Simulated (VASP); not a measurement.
Set up this calculation in VASP 6.6.1, as the native input.

| Property | Result |
| --- | --- |
| Task | single point |
| Functional | LDA |
| Potentials or basis | VASP PAW LDA potentials, release 64 (Be, Te) |
| Cutoff | 520 eV |
| k mesh | 8 × 8 × 8 |
| Occupations | gaussian, width 0.01 eV |
| Spin | no spin polarisation |
| Dipole correction | no |
| Further INCAR settings | ALGO = Normal; EDIFF = 1e-06; NBANDS = 11 |

The structure of BeTe lies in POSCAR:

```
BeTe
1.0
    2.8327694633      2.8327694633      0.0000000000
   -2.8327694633      2.8327694633      0.0000000000
    0.0000000000      2.8327694633      2.7438982645
Be Te
1 1
Direct
    0.0000000000      0.0000000000      0.0000000000
    0.7500000000      0.2500000000      0.5000000000
```

This cell differs from its parent crystal: in-plane strain +0.02.

One way to write it, as run:

INCAR

```
SYSTEM = BeTe
  PREC = Accurate
  ENCUT = 520
  EDIFF = 1E-6
  ISMEAR = 0
  SIGMA = 0.01
  LREAL = .FALSE.
  LASPH = .TRUE.
  NELM = 100
  ALGO = Normal
  ISIF = 2
  LWAVE = .FALSE.
  LCHARG = .TRUE.
  LELF = .TRUE.
  LVHAR = .TRUE.
  NBANDS = 11
```

KPOINTS

```
Automatic mesh
0
G
  8 8 8
  0 0 0
```

Potentials or basis: VASP PAW LDA potentials, release 64 (Be, Te).

The run is started by

```console
$ cat potpaw_LDA.64/Be/POTCAR potpaw_LDA.64/Te/POTCAR > POTCAR
$ mpirun -np 1 vasp_std > vasp.out
```

Results of the run:

| Property | Result |
| --- | --- |
| Pressure | -1.4 GPa |
| Band gap on the k mesh | 1.59 eV, indirect (least direct gap 3.43 eV) |

Caveat: the cell differs from its parent crystal (in-plane strain +0.02); spin-orbit coupling is left out, which moves the levels of the heavy elements.

Wall time 20 s on 1 thread of Intel(R) Xeon(R) Platinum 8259CL CPU @ 2.50GHz (Skylake/Cascade Lake), on a shared host, peak memory 0.16 GiB.
